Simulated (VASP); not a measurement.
# Ge (P6_3/mmc) in VASP: further runs

The runs below take Ge through single point, with r2SCAN.

Program: VASP 6.6.1. These are calculated values, not measurements. Logs are shortened: lines on timing, memory, paths and dates and some standing lists are left out, and cuts for length are marked.

## 1. The cell of the first run

Symmetry: P6_3/mmc, No. 194, hexagonal system. The conventional cell has a = 3.914 Å, b = 3.914 Å, c = 6.475 Å, α = 90.00°, β = 90.00°, γ = 120.00°. Within 3.2 Å of Ge (site symmetry 3m) lie 4 Ge at 2.40 to 2.42 Å.

## 2. Single point, r2SCAN

Contents of POSCAR:

```
Ge
1.0
    3.9137433245      0.0000000000      0.0000000000
   -1.9568716622      3.3894011429      0.0000000000
    0.0000000000      0.0000000000      6.4750715231
Ge
4
Direct
    0.6666666667      0.3333333333      0.0632192497
    0.3333333333      0.6666666667      0.5632192497
    0.6666666667      0.3333333333      0.4367807503
    0.3333333333      0.6666666667      0.9367807503
```

Contents of INCAR.step1:

```
SYSTEM = Ge
PREC = Accurate ; ENCUT = 520
ISMEAR = 0 ; SIGMA = 0.01
LREAL = .False. ; LASPH = .True.
NELM = 60 ; NBANDS = 36
GGA = PE ; ALGO = Normal
EDIFF = 1E-4 ; LWAVE = .True.
LCHARG = .False.
```

Contents of INCAR.step2:

```
SYSTEM = Ge
PREC = Accurate ; ENCUT = 520
EDIFF = 1E-6 ; ISMEAR = 0
SIGMA = 0.01 ; LREAL = .False.
LASPH = .True. ; NELM = 60
ALGO = Normal ; ISIF = 2
LWAVE = .False. ; LCHARG = .False.
METAGGA = R2SCAN ; LMIXTAU = .True.
NBANDS = 36 ; ISTART = 1
```

Contents of KPOINTS:

```
Automatic mesh
0
Gamma
  12 12 6
  0 0 0
```

Potentials or basis: VASP PAW PBE potentials, release 64 (Ge_d).

Run with:

```console
> cat potpaw_PBE.64/Ge_d/POTCAR > POTCAR
> cp INCAR.step1 INCAR
> mpirun -np 1 vasp_std > vasp.out
> cp INCAR.step2 INCAR
> mpirun -np 1 vasp_std > vasp.out
```

OUTCAR:

```text
SYSTEM = Ge
   PREC = Accurate
   ENCUT = 520
   EDIFF = 1E-6
   ISMEAR = 0
   LREAL = .False.
   LASPH = .True.
   NELM = 60
   ISIF = 2
   METAGGA = R2SCAN
   ISTART = 1

 ion  position               nearest neighbor table
   1  0.667  0.333  0.063-   4 2.40   4 2.40   4 2.40   3 2.42
   2  0.333  0.667  0.563-   3 2.40   3 2.40   3 2.40   4 2.42
   3  0.667  0.333  0.437-   2 2.40   2 2.40   2 2.40   1 2.42
   4  0.333  0.667  0.937-   1 2.40   1 2.40   1 2.40   2 2.42

  LATTYP: Found a hexagonal cell.
 ALAT       =     3.9137433245
 C/A-ratio  =     1.6544446036

  Lattice vectors:

 A1 = (   3.9137433245,   0.0000000000,   0.0000000000)
 A2 = (  -1.9568716622,   3.3894011429,   0.0000000000)
 A3 = (   0.0000000000,   0.0000000000,   6.4750715231)

Analysis of symmetry for initial positions (statically):
=====================================================================
 Subroutine PRICEL returns:
 Original cell was already a primitive cell.

 Routine SETGRP: Setting up the symmetry group for a
 hexagonal supercell.

 Subroutine GETGRP returns: Found 24 space group operations
 (whereof 12 operations were pure point group operations)
 out of a pool of 24 trial point group operations.

The static configuration has the point symmetry D_3d.
 The point group associated with its full space group is D_6h.

Analysis of symmetry for dynamics (positions and initial velocities):
=====================================================================
 Subroutine PRICEL returns:
 Original cell was already a primitive cell.

 Routine SETGRP: Setting up the symmetry group for a
 hexagonal supercell.

 Subroutine GETGRP returns: Found 24 space group operations
 (whereof 12 operations were pure point group operations)
 out of a pool of 24 trial point group operations.

The dynamic configuration has the point symmetry D_3d.
 The point group associated with its full space group is D_6h.

 Subroutine INISYM returns: Found 24 space group operations
 (whereof 12 operations are pure point group operations),
 and found     1 'primitive' translations

----------------------------------------------------------------------------------------

                                     Primitive cell

  volume of cell :      85.8934

  direct lattice vectors                    reciprocal lattice vectors
     3.913743324  0.000000000  0.000000000     0.255509858  0.147518685  0.000000000
    -1.956871662  3.389401143  0.000000000     0.000000000  0.295037370  0.000000000
     0.000000000  0.000000000  6.475071523     0.000000000  0.000000000  0.154438449

  length of vectors
     3.913743324  3.913743324  6.475071523     0.295037370  0.295037370  0.154438449

  position of ions in fractional coordinates (direct lattice)
     0.666666667  0.333333333  0.063219250
     0.333333333  0.666666667  0.563219250
     0.666666667  0.333333333  0.436780750
     0.333333333  0.666666667  0.936780750

  ion indices of the primitive-cell ions
   primitive index   ion index
                 1           1
                 2           2
                 3           3
                 4           4

----------------------------------------------------------------------------------------

 KPOINTS: Automatic mesh

Automatic generation of k-mesh.
 Grid dimensions read from file:
 generate k-points for:   12   12    6

 Generating k-lattice:

  Cartesian coordinates                     Fractional coordinates (reciprocal lattice)
     0.021292488  0.012293224  0.000000000     0.083333333  0.000000000  0.000000000
     0.000000000  0.024586448  0.000000000     0.000000000  0.083333333  0.000000000
     0.000000000  0.000000000  0.025739741     0.000000000  0.000000000  0.166666667

  Length of vectors
     0.024586448  0.024586448  0.025739741

  Shift w.r.t. Gamma in fractional coordinates (k-lattice)
     0.000000000  0.000000000  0.000000000

 Subroutine IBZKPT returns following result:
 ===========================================

 Found     76 irreducible k-points:

 Following reciprocal coordinates:
            Coordinates               Weight
  0.000000  0.000000  0.000000      1.000000
  0.083333 -0.000000  0.000000      6.000000
  0.166667  0.000000  0.000000      6.000000
  0.250000  0.000000  0.000000      6.000000
  0.333333 -0.000000  0.000000      6.000000
  0.416667 -0.000000  0.000000      6.000000
[... 16 lines left out ...]
  0.250000  0.000000  0.166667     12.000000
  0.333333 -0.000000  0.166667     12.000000
 [... further k-points ...]
   k-points           NKPTS =     76   k-points in BZ     NKDIM =     76   number of bands    NBANDS=     36
   number of dos      NEDOS =    301   number of ions     NIONS =      4
   total plane-waves  NPLWV =  43200
   dimension x,y,z NGX =    30 NGY =   30 NGZ =   48
   dimension x,y,z NGXF=    60 NGYF=   60 NGZF=   96
   ions per type =               4
   NGX,Y,Z   is equivalent  to a cutoff of  12.74, 12.74, 12.32 a.u.
   NGXF,Y,Z  is equivalent  to a cutoff of  25.49, 25.49, 24.65 a.u.
 SYSTEM =  Ge
   PREC   = accura    normal or accurate (medium, high low for compatibility)
   ISTART =      1    job   : 0-new  1-cont  2-samecut
   ICHARG =      0    charge: 1-file 2-atom 10-const
   ISPIN  =      1    spin polarized calculation?
   LNONCOLLINEAR =      F non collinear calculations
   LSORBIT =      F    spin-orbit coupling
   LASPH  =      T    aspherical Exc in radial PAW
   ENCUT  =  520.0 eV  38.22 Ry    6.18 a.u.   7.28  7.28 12.04*2*pi/ulx,y,z
   NELM   =     60;   NELMIN=  2; NELMDL=  0     # of ELM steps
   EDIFF  = 0.1E-05   stopping-criterion for ELM
   LREAL  =      F    real-space projection
   EDIFFG = 0.1E-04   stopping-criterion for IOM
   NSW    =      0    number of steps for IOM
   IBRION =     -1    ionic relax: 0-MD 1-quasi-New 2-CG
   NFREE  =      0    steps in history (QN), initial steepest desc. (CG)
   ISIF   =      2    stress and relaxation
   ISYM   =      2    0-nonsym 1-usesym 2-fastsym
   POTIM  = 0.5000    time-step for ionic-motion
   TEBEG  =    0.0;   TEEND  =   0.0 temperature during run
   PSTRESS=    0.0 pullay stress
   NELECT =      56.0000    total number of electrons
   NUPDOWN=      -1.0000    fix difference up-down
   EMIN   =  10.00;   EMAX   =-10.00  energy-range for DOS
   EFERMI =   0.00;   METHOD = LEGACY
   ISMEAR =     0;   SIGMA  =   0.01  broadening in eV -4-tet -1-fermi 0-gaus
   EFERMI_NEDOS =   21; number of points for ismear=-14 and -15
   IALGO  =     38    algorithm
   IMIX   =      4    mixing-type and parameters
     AMIX     =   0.40;   BMIX     =  1.00
     AMIX_MAG =   1.60;   BMIX_MAG =  1.00
  volume/ion in A,a.u.               =      21.47       144.91
  Fermi-wavevector in a.u.,A,eV,Ry     =   1.419551  2.682562 27.417425  2.015124
  Thomas-Fermi vector in A             =   2.540559
   LORBIT       =      0    0 simple, 1 ext, 2 COOP (PROOUT), +10 PAW based schemes
   METAGGA = R2SCAN    functional components
   LHFCALC =     F    Hartree Fock is set to
   AEXX    =    0.0000 exact exchange contribution
   IVDW    =     0    specifies the selected vdW correction
   LEPSILON=     F    determine dielectric tensor
   LRPA    =     F    only Hartree local field effects (RPA)
 non-spin polarized calculation
 Gauss-broadening in eV      SIGMA  =   0.01
  energy-cutoff  :      520.00
  volume of cell :       85.89
 maximum number of plane-waves:      2364
 NGX is ok and might be reduce to    30
   NGX = 15   NGY = 15   NGZ = 25

 number of electron      55.9999941 magnetization

 Free energy of the ion-electron system (eV)
  ---------------------------------------------------
  ext. energy  EPLUGINS =         0.00000000
  ---------------------------------------------------
  free energy    TOTEN  =       -55.33444868 eV

  energy without entropy =      -55.33444868  energy(sigma->0) =      -55.33444868

 E-fermi :   5.5958     XC(G=0): -11.0947

 val. band max:        5.5469678903   @ k =   0.0000   0.0000   0.0000
 cond. band min:       5.7988822044   @ k =   0.0000   0.0000   0.0000
 fundamental gap:      0.2519143141
 Fermi energy:         5.5957694677

 k-point     1 :       0.0000    0.0000    0.0000
  band No.  band energies     occupation
      1     -20.2882      2.00000
      2     -20.2882      2.00000
      3     -20.2409      2.00000
      4     -20.2404      2.00000
      5     -20.2404      2.00000
      6     -20.2284      2.00000
[... 28 lines left out ...]
     35      10.3457      0.00000
     36      12.2290      0.00000

 k-point     2 :       0.0833   -0.0000    0.0000
  band No.  band energies     occupation
      1     -20.2940      2.00000
      2     -20.2899      2.00000
      3     -20.2468      2.00000
      4     -20.2434      2.00000
      5     -20.2405      2.00000
      6     -20.2211      2.00000
[... 28 lines left out ...]
     35      10.6977      0.00000
     36      12.4309      0.00000

 k-point     3 :       0.1667    0.0000    0.0000
  band No.  band energies     occupation
      1     -20.3038      2.00000
      2     -20.2935      2.00000
      3     -20.2577      2.00000
      4     -20.2500      2.00000
      5     -20.2394      2.00000
      6     -20.2095      2.00000
[... 28 lines left out ...]
     35      11.5829      0.00000
     36      11.6117      0.00000

 k-point     4 :       0.2500    0.0000    0.0000
  band No.  band energies     occupation
      1     -20.3102      2.00000
      2     -20.2965      2.00000
      3     -20.2690      2.00000
      4     -20.2566      2.00000
      5     -20.2350      2.00000
      6     -20.2005      2.00000
[... 28 lines left out ...]
     35      12.6858      0.00000
     36      12.8550      0.00000

 k-point     5 :       0.3333   -0.0000    0.0000
  band No.  band energies     occupation
      1     -20.3114      2.00000
      2     -20.2979      2.00000
      3     -20.2797      2.00000
      4     -20.2614      2.00000
      5     -20.2264      2.00000
      6     -20.1948      2.00000
[... 655 lines left out ...]
 k-point    22 :       0.1667    0.0000    0.1667
  band No.  band energies     occupation
      1     -20.3005      2.00000
      2     -20.2912      2.00000
      3     -20.2556      2.00000
      4     -20.2543      2.00000
      5     -20.2440      2.00000
      6     -20.2107      2.00000
[... 28 lines left out ...]
     35      11.3748      0.00000
     36      12.0479      0.00000

 k-point    23 :       0.2500    0.0000    0.1667
  band No.  band energies     occupation
      1     -20.3063      2.00000
      2     -20.2943      2.00000
      3     -20.2661      2.00000
      4     -20.2602      2.00000
      5     -20.2394      2.00000
      6     -20.2017      2.00000
[... 28 lines left out ...]
     35      12.3373      0.00000
     36      12.5740      0.00000

 k-point    24 :       0.3333   -0.0000    0.1667
  band No.  band energies     occupation
      1     -20.3072      2.00000
      2     -20.2958      2.00000
      3     -20.2762      2.00000
      4     -20.2645      2.00000
      5     -20.2305      2.00000
      6     -20.1956      2.00000
[... 28 lines left out ...]
     35      13.2382      0.00000
     36      13.8354      0.00000

 [... further k-points ...]
[... 5 lines left out ...]
  --------------------------------------------------------------------------------------
  -------------------------------------------------------------------------------------
  Total        2.7028780      2.7028780      2.6793935      0.0000000      0.0000000      0.0000000
  in kB       50.4170167     50.4170167     49.9789590      0.0000000      0.0000000      0.0000000
  external PRESSURE =      50.2709975 kB  Pullay stress =       0.0000000 kB

 VOLUME and BASIS-vectors are now :
 -----------------------------------------------------------------------------
  energy-cutoff  :      520.00
  volume of cell :       85.89
      direct lattice vectors                 reciprocal lattice vectors
     3.913743324  0.000000000  0.000000000     0.255509858  0.147518685  0.000000000
    -1.956871662  3.389401143  0.000000000     0.000000000  0.295037370  0.000000000
     0.000000000  0.000000000  6.475071523     0.000000000  0.000000000  0.154438449

 POSITION                                       TOTAL-FORCE (eV/Angst)
 -----------------------------------------------------------------------------------
      1.95687      1.12980      0.40935        -0.000000     -0.000000      0.007184
     -0.00000      2.25960      3.64688         0.000000      0.000000      0.007184
      1.95687      1.12980      2.82819         0.000000     -0.000000     -0.007184
     -0.00000      2.25960      6.06572         0.000000      0.000000     -0.007184
 -----------------------------------------------------------------------------------
    total drift:                               -0.000000      0.000000      0.000000

  FREE ENERGIE OF THE ION-ELECTRON SYSTEM (eV)
  ---------------------------------------------------
  free  energy   TOTEN  =       -55.3344486796 eV

  energy  without entropy=      -55.3344486796  energy(sigma->0) =      -55.33444868
```

Wall time 6.5 min (1 thread of Intel Xeon 6975P-C (Granite Rapids), shared host); peak memory 0.3 GiB.

What came out:

```yaml
Free_energy: -55.3344 eV
Pressure: 5.0 GPa
Largest_force: 0.007 eV/Å
Band_gap_on_the_k_mesh: 0.25 eV, direct
```

Forces on the atoms (eV/Å):
```
Ge   0.000  0.000  0.007
Ge   0.000  0.000  0.007
Ge   0.000  0.000 -0.007
Ge   0.000  0.000 -0.007
```

Levels at points of the mesh, in eV from the valence-band top:
```
           k point  band 24  band 25  band 26  band 27  band 28  band 29  band 30  band 31  band 32  band 33
(0.00, 0.00, 0.00)    -1.81    -1.81    -0.36     0.00     0.00     0.25     0.81     2.26     2.26     2.84
(0.50, 0.00, 0.00)    -7.29    -5.24    -3.59    -3.30    -1.77     0.55     1.99     3.67     3.82     4.58
(0.00, 0.00, 0.50)    -5.21    -1.11    -1.11    -1.11    -1.11     1.07     1.07     3.49     3.49     3.49
(0.50, 0.00, 0.50)    -8.56    -2.99    -2.99    -2.86    -2.86     0.64     0.64     2.19     2.19     6.51
```

Caveat: the PAW data sets were made with another functional, which shifts forces and pressure a little.

## 3. Single point, r2SCAN

This run uses another cell than the first one, of 22.24 Å³/atom, 1.036 times its volume.

Contents of POSCAR:

```
Ge
1.0
    3.9602717137      0.0000000000      0.0000000000
   -1.9801358569      3.4296959099      0.0000000000
    0.0000000000      0.0000000000      6.5486467464
Ge
4
Direct
    0.6666666667      0.3333333333      0.0631077699
    0.3333333333      0.6666666667      0.5631077699
    0.6666666667      0.3333333333      0.4368922301
    0.3333333333      0.6666666667      0.9368922301
```

Contents of INCAR.step1:

```
PREC = Accurate
ENCUT = 520
ISMEAR = 0
SIGMA = 0.01
LREAL = False
LASPH = True
NELM = 80
NBANDS = 36
GGA = PE
ALGO = Normal
EDIFF = 1E-4
LWAVE = True
LCHARG = False
```

Contents of INCAR.step2:

```
PREC = Accurate
ENCUT = 520
EDIFF = 1E-6
ISMEAR = 0
SIGMA = 0.01
LREAL = False
LASPH = True
NELM = 80
ALGO = Normal
ISIF = 2
LWAVE = False
LCHARG = False
METAGGA = R2SCAN
LMIXTAU = True
NBANDS = 36
ISTART = 1
```

Contents of KPOINTS:

```
regular mesh
0
Gamma
  12 12 6
```

Potentials or basis: VASP PAW PBE potentials, release 64 (Ge_d).

Run with:

```console
> cat potpaw_PBE.64/Ge_d/POTCAR > POTCAR
> cp INCAR.step1 INCAR
> mpirun -np 1 vasp_std > vasp.out
> cp INCAR.step2 INCAR
> mpirun -np 1 vasp_std > vasp.out
```

It took 7 min on 1 thread of Intel Xeon 6975P-C (Granite Rapids), shared host; peak memory 0.32 GiB.

Results (log left out):

- Free energy: -55.4028 eV
- Pressure: 2.0 GPa
- Band gap on the k mesh: 0.15 eV, direct

Levels at points of the mesh, in eV from the valence-band top:
```tsv
k point	band 25	band 26	band 27	band 28	band 29	band 30	band 31	band 32
(0.00, 0.00, 0.00)	-1.73	-0.33	0.00	0.00	0.15	0.48	2.28	2.28
(0.50, 0.00, 0.00)	-5.03	-3.44	-3.14	-1.70	0.60	1.89	3.69	3.83
(0.00, 0.00, 0.50)	-1.06	-1.06	-1.06	-1.06	0.95	0.95	3.48	3.48
(0.50, 0.00, 0.50)	-2.87	-2.87	-2.74	-2.74	0.63	0.63	2.23	2.23
```

Caveat: the PAW data sets were made with another functional, which shifts forces and pressure a little. A k mesh can miss the band edges.
